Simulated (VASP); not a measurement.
Here is a VASP 6.6.1 calculation.

The input INCAR:

```
ALGO = Normal ; EDIFF = 1E-7
ENCUT = 520 ; GGA = CA
ISIF = 2 ; ISMEAR = 0
LASPH = T ; LCHARG = T
LELF = T ; LREAL = F
LVHAR = T ; LWAVE = F
NBANDS = 15 ; NELM = 60
PREC = Accurate ; SIGMA = 0.05
```

KPOINTS

```
k-points
0
Gamma
  6 6 6
```

File POSCAR:

```
BaS
1.0
    0.0000000000      3.1768226247      3.1768226247
    3.1768226247      0.0000000000      3.1768226247
    3.1768226247      3.1768226247      0.0000000000
Ba S
1 1
Direct
    0.5000000000      0.5000000000      0.5000000000
    0.0000000000      0.0000000000      0.0000000000
```

Potentials or basis: VASP PAW LDA potentials, release 64 (Ba_sv, S).

Run with:

```sh
$ cat potpaw_LDA.64/Ba_sv/POTCAR potpaw_LDA.64/S/POTCAR > POTCAR
$ mpirun -np 1 vasp_std > vasp.out
```

**Question.** Estimate the band gap on the k mesh.

**Answer.** 1.87 eV, indirect (least direct gap 2.00 eV).

**Question.** What does it give for the pressure?

**Answer.** -1.1 GPa.

Caveat: spin-orbit coupling is left out, which moves the levels of the heavy elements. A k mesh can miss the band edges.
